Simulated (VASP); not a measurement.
Ho4S: single point with PBE

Crystal: Ho4S.

```
Ho S
1.0
    -2.65688    2.65688    5.05199
     2.65688   -2.65688    5.05199
     2.65688    2.65688   -5.05199
Ho S
4 1
Direct
  0.25976 0.25976 0.00000
  0.74024 0.74024 0.00000
  0.50000 0.00000 0.50000
  0.00000 0.50000 0.50000
  0.00000 0.00000 0.00000
```

The cell was generated, and may not be a known phase.

```json
{"Program": "VASP 6.6.1", "Task": "single point", "Functional": "PBE", "Potentials or basis": "VASP PAW PBE potentials, release 64 (Ho_3, S), 4f in core", "Cutoff": "500 eV", "k mesh": "5 × 5 × 5", "Occupations": "gaussian, width 0.2 eV", "Spin": "no spin polarisation", "Dipole correction": "no", "Further INCAR settings": "ALGO = Normal; EDIFF = 1e-06; NBANDS = 29"}
```

| Quantity | Value |
| --- | --- |
| Pressure | 0.7 GPa |
| Largest force | 0.073 eV/Å |
| Band gap on the k mesh | zero (bands 21 and 22 overlap by 0.70 eV) |

Forces on the atoms (eV/Å):
```
Ho   0.000  0.000  0.073
Ho   0.000  0.000 -0.073
Ho   0.000  0.000  0.000
Ho   0.000  0.000  0.000
S    0.000  0.000  0.000
```

Stress tensor (GPa, compression positive):
```
0.47 0.00 0.00
0.00 0.47 0.00
0.00 0.00 1.08
```

Levels at points of the mesh, in eV from the Fermi level:
| k point | band 19 | band 20 | band 21 | band 22 | band 23 | band 24 |
| --- | --- | --- | --- | --- | --- | --- |
| (0.00, 0.00, 0.00) | -1.04 | -0.37 | -0.02 | -0.02 | 1.60 | 1.60 |

Wall time 51 s on 1 thread of Intel(R) Xeon(R) 6975P-C (Granite Rapids) (shared host), peak memory 0.34 GiB.

Caveat: spin-orbit coupling is left out, which moves the levels of the heavy elements; the 4f electrons are frozen in the core, so they carry no moment and show no levels; the run has no spin polarisation, though such a crystal can be magnetic. With open d or f shells a metallic result of PBE can be an artefact of self-interaction; +U or a hybrid may open a gap.
